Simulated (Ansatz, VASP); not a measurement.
## SiNi3 in VASP and in Ansatz

Contents of INCAR:

```
PREC = Accurate
ENCUT = 520
EDIFF = 1E-7
ISMEAR = -1
SIGMA = 0.05
LREAL = F
LASPH = T
NELM = 150
ALGO = Fast
ISIF = 2
LWAVE = F
LCHARG = F
ISPIN = 2
MAGMOM = 1 1 1 0
LORBIT = 11
LMAXMIX = 4
GGA = PS
NBANDS = 29
```

File KPOINTS:

```
Automatic mesh
0
Gamma
  8 8 8
```

File POSCAR:

```
SiNi3
1.0
    3.5886106083      0.0000000000      0.0000000000
    0.0000000000      3.5886106083      0.0000000000
    0.0000000000      0.0000000000      3.5886106083
Ni Si
3 1
Direct
    0.5000000000      0.5000000000      0.0000000000
    0.5000000000      0.0000000000      0.5000000000
    0.0000000000      0.5000000000      0.5000000000
    0.0000000000      0.0000000000      0.0000000000
```

File input.yaml:

```yaml
crystal:
  lattice:
    - [3.5886106083, 0.0, 0.0]
    - [0.0, 3.5886106083, 0.0]
    - [0.0, 0.0, 3.5886106083]
  atoms:
    - { symbol: Ni, position: [0.5, 0.5, 0.0], spin: 1.0 }
    - { symbol: Ni, position: [0.5, 0.0, 0.5], spin: 1.0 }
    - { symbol: Ni, position: [0.0, 0.5, 0.5], spin: 1.0 }
    - { symbol: Si, position: [0.0, 0.0, 0.0] }
kpoints:
  mp_grid: { grid: [8, 8, 8] }
scf:
  occupations: { method: fermi_dirac, width: 0.05 }
hamiltonian:
  xc: pbesol
  pseudopotentials: { kind: all_electron, lapw: { basis_error: 0.001 } }
magnetization:
  spin_polarized: true
output:
  forces: true
  stress: true
  eigenvalues: true
```

Change from the starting cell: volume scaled by 1.04.

Alike in both runs: task single point; functional PBEsol; k mesh 8 × 8 × 8; occupations fermi-dirac, width 0.05 eV; collinear spin.

|  | VASP | Ansatz |
| --- | --- | --- |
| version | VASP 6.6.1 | Ansatz 0.2.0 |
| potentials or method | VASP PAW PBE potentials, release 64 (Ni, Si), cutoff 520 eV | all-electron LAPW, scalar-relativistic |

Ansatz gave:

- gap on the k mesh at the Fermi level (eV): none
- pressure (GPa): -20.2
- net moment per atom (μB): 0.00

**Question.** Estimate VASP's values.

**Answer.** gap on the k mesh at the Fermi level (eV): none; pressure (GPa): -19.9; net moment per atom (μB): 0.00.

VASP's potentials were made for PBE, not for PBEsol. A gap of «none» marks a metal or a gap that the smearing closes. Ansatz ran all-electron here, and VASP with PAW potentials.
